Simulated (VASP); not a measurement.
Set up this calculation in VASP 6.6.1, as the native input.

```yaml
Task: relaxation of cell and atoms
Functional: PBE
Potentials_or_basis: VASP PAW PBE potentials, release 64 (Ca_sv, Ti_sv, N)
Cutoff: 600 eV
k_mesh: 4 × 4 × 2
Occupations: gaussian, width 0.15 eV
Spin: collinear spin
Starting_moments: "[0.0, 1.0, 1.0, 0.0, 0.0] μB"
Dipole_correction: no
Further_INCAR_settings: ALGO = Normal; EDIFF = 1e-06; IBRION = 2; EDIFFG = -0.08; NSW = 36; ISIF = 3
```

The structure of CaTi2N2 lies in POSCAR:

```
CaTi2N2
1.0
    3.2000000000      0.0000000000      0.0000000000
   -1.6000000000      2.7712812900      0.0000000000
    0.0000000000      0.0000000000      7.8400000000
Ca Ti N
1 2 2
Direct
    0.3333333300      0.6666666700      0.6500000000
    0.0000000000      0.0000000000      0.0000000000
    0.6666666700      0.3333333300      0.3000000000
    0.3333333300      0.6666666700      0.1500000000
    0.0000000000      0.0000000000      0.4600000000
```

These files were run (other wordings do the same):

INCAR

```
SYSTEM = CaTi2N2
PREC = Accurate
ENCUT = 600
EDIFF = 1E-6
ISMEAR = 0
SIGMA = 0.15
LREAL = .False.
LASPH = .True.
NELM = 150
ALGO = Normal
ISIF = 3
LWAVE = .False.
LCHARG = .False.
ISPIN = 2
MAGMOM = 0 1 1 0 0
LORBIT = 11
LMAXMIX = 4
GGA = PE
IBRION = 2
NSW = 36
EDIFFG = -0.08
```

KPOINTS

```
Automatic mesh
0
Gamma
  4 4 2
  0 0 0
```

Potentials or basis: VASP PAW PBE potentials, release 64 (Ca_sv, Ti_sv, N).

Command:

```sh
$ cat potpaw_PBE.64/Ca_sv/POTCAR potpaw_PBE.64/Ti_sv/POTCAR potpaw_PBE.64/N/POTCAR > POTCAR
$ mpirun -np 1 vasp_std > vasp.out
```

It gave:

* Relaxed volume: 13.34 Å³/atom
* Relaxed cell: a = 3.115 Å, b = 3.115 Å, c = 7.938 Å, α = 90.00°, β = 90.00°, γ = 120.00°
* Space group after relaxing (to 0.1 Å): P3m1 (No. 156)
* Energy gained by relaxing: 75.8 meV/atom
* Ionic steps: 10
* Pressure after relaxing: 0.0 GPa
* Largest force after relaxing: 0.032 eV/Å
* Band gap on the k mesh: zero (filled and empty bands overlap)
* Net moment: 0.00 μB per cell
* Valence electrons inside the program's atomic spheres: Ca 8.35; Ti 10.25, 10.29; N 3.70, 3.69

Caveat: the k points lie up to 0.58 Å⁻¹ apart in the final cell; the relaxation stopped at a loose force limit of 0.08 eV/Å, so its end isn't a converged minimum.

Wall time 8.8 min on 1 thread of Intel(R) Xeon(R) Platinum 8488C (Sapphire Rapids), on a shared host, peak memory 0.28 GiB.
